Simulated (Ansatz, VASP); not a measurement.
## Ag: VASP beside Ansatz

INCAR

```
ALGO = Fast
EDIFF = 1E-6
ENCUT = 520
GGA = PS
ISIF = 2
ISMEAR = -1
LASPH = True
LCHARG = False
LREAL = False
LWAVE = False
NBANDS = 12
NELM = 80
PREC = Accurate
SIGMA = 0.05
```

File KPOINTS:

```
k-points
0
Gamma
  11 11 11
```

Contents of POSCAR:

```
Ag
1.0
   -0.0062230000      2.0386280000      2.0672000000
    2.0149730000      0.0469460000      2.0140300000
    2.0855950000      2.0560800000     -0.0236760000
Ag
1
Direct
    0.0022060000      0.0285520000     -0.0104340000
```

input.yaml

```yaml
crystal:
  lattice:
    - [-0.006223, 2.038628, 2.0672]
    - [2.014973, 0.046946, 2.01403]
    - [2.085595, 2.05608, -0.023676]
  atoms:
    - { symbol: Ag, position: [0.002206, 0.028552, -0.010434] }
kpoints:
  mp_grid: { grid: [11, 11, 11] }
scf:
  occupations: { method: fermi_dirac, width: 0.05 }
hamiltonian:
  xc: pbesol
  pseudopotentials: { kind: all_electron, lapw: { basis_error: 0.001 } }
output:
  forces: true
  stress: true
  eigenvalues: true
  populations: true
```

Change from the starting cell: cell strained at random at fixed volume.

Alike in both runs: task single point; functional PBEsol; k mesh 11 × 11 × 11; occupations fermi-dirac, width 0.05 eV; no spin polarisation.

|  | VASP | Ansatz |
| --- | --- | --- |
| version | VASP 6.6.1 | Ansatz 0.2.0 |
| potentials or method | VASP PAW PBE potentials, release 64 (Ag), cutoff 520 eV | all-electron LAPW, scalar-relativistic |

VASP gave:

* gap on the k mesh at the Fermi level (eV): none
* pressure (GPa): -2.6
* traceless stress, the component that is largest in VASP (GPa): -1.69

Q: Estimate Ansatz's values.

A: gap on the k mesh at the Fermi level (eV): none; pressure (GPa): -2.5; traceless stress, the component that is largest in VASP (GPa): -1.71.

VASP's potentials were made for PBE, not for PBEsol. A gap of «none» marks a metal or a gap that the smearing closes. Ansatz ran all-electron here, and VASP with PAW potentials.
